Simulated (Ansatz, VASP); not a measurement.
# Ti3SnO8 in VASP and in Ansatz

Contents of INCAR:

```
SYSTEM = Ti3SnO8
PREC = Accurate ; ENCUT = 520
EDIFF = 1E-6 ; ISMEAR = 0
SIGMA = 0.1 ; LREAL = .False.
LASPH = .True. ; NELM = 150
ALGO = Normal ; ISIF = 2
LWAVE = .False. ; LCHARG = .False.
ISPIN = 2 ; MAGMOM = 1 1 1 0 0 0 0 0 0 0 0 0
LORBIT = 11 ; LMAXMIX = 4
GGA = PE ; NBANDS = 65
```

File KPOINTS:

```
Automatic mesh
0
Gamma
  4 4 2
  0 0 0
```

The input POSCAR:

```
Ti3SnO8
1.0
    3.8349999800      0.0000000000      0.0000000000
    0.0000000000      3.8349999800      0.0000000000
    0.0000000000      0.0000000000      9.7483732900
Ti Sn O
3 1 8
Direct
    0.5000000000      0.5000000000      0.5000000000
    0.0000000000      0.5000000000      0.2500000000
    0.5000000000      0.0000000000      0.7500000000
    0.0000000000      0.0000000000      0.0000000000
    0.0000000000      0.5000000000      0.4571521300
    0.5000000000      0.0000000000      0.9571521300
    0.0000000000      0.0000000000      0.2071521300
    0.5000000000      0.5000000000      0.7071521300
    0.0000000000      0.5000000000      0.0428478700
    0.5000000000      0.0000000000      0.5428478700
    0.0000000000      0.0000000000      0.7928478700
    0.5000000000      0.5000000000      0.2928478700
```

Input for Ansatz:

```yaml
crystal:
  lattice:
    - [3.83499998, 0.0, 0.0]
    - [0.0, 3.83499998, 0.0]
    - [0.0, 0.0, 9.74837329]
  atoms:
    - { symbol: Ti, position: [0.5, 0.5, 0.5], spin: 1.0 }
    - { symbol: Ti, position: [0.0, 0.5, 0.25], spin: 1.0 }
    - { symbol: Ti, position: [0.5, 0.0, 0.75], spin: 1.0 }
    - { symbol: Sn, position: [0.0, 0.0, 0.0] }
    - { symbol: O, position: [0.0, 0.5, 0.45715213] }
    - { symbol: O, position: [0.5, 0.0, 0.95715213] }
    - { symbol: O, position: [0.0, 0.0, 0.20715213] }
    - { symbol: O, position: [0.5, 0.5, 0.70715213] }
    - { symbol: O, position: [0.0, 0.5, 0.04284787] }
    - { symbol: O, position: [0.5, 0.0, 0.54284787] }
    - { symbol: O, position: [0.0, 0.0, 0.79284787] }
    - { symbol: O, position: [0.5, 0.5, 0.29284787] }
basis:
  ecutwfc: 420
kpoints:
  mp_grid: { grid: [4, 4, 2] }
hamiltonian:
  xc: pbe
scf:
  occupations: { method: gaussian, width: 0.1 }
  lower_state_search: "off"
output:
  forces: true
  stress: true
  eigenvalues: true
  populations: true
magnetization:
  spin_polarized: true
```

Alike in both runs: task single point; functional PBE; k mesh 4 × 4 × 2; occupations gaussian, width 0.1 eV; collinear spin.

|  | VASP | Ansatz |
| --- | --- | --- |
| version | VASP 6.6.1 | Ansatz 0.2.0 |
| potentials or method | VASP PAW PBE potentials, release 64 (Ti_sv, Sn_d, O), cutoff 520 eV | scalar-relativistic, plane waves, PAW |
| valence electrons in the cell | 98 | 98 |

```tsv
	VASP	Ansatz	Ansatz less VASP
gap on the k mesh at the Fermi level (eV)	2.07	2.10	+0.022
least direct gap on the mesh (eV)	2.32	2.34	+0.020
pressure (GPa)	6.6	5.9	-0.69
traceless stress, the component that is largest in VASP (GPa)	0.68	0.61	-0.078
rms of the force components (eV/Å)	0.460	0.456	-0.0039
net moment per atom (μB)	0.00	0.00	0.000
```

Atom by atom the forces differ by 0.011 eV/Å (rms over components). The functional is the same, so the differences come from potentials, cutoffs and numerics. Ansatz's warnings: seeded moment not kept.
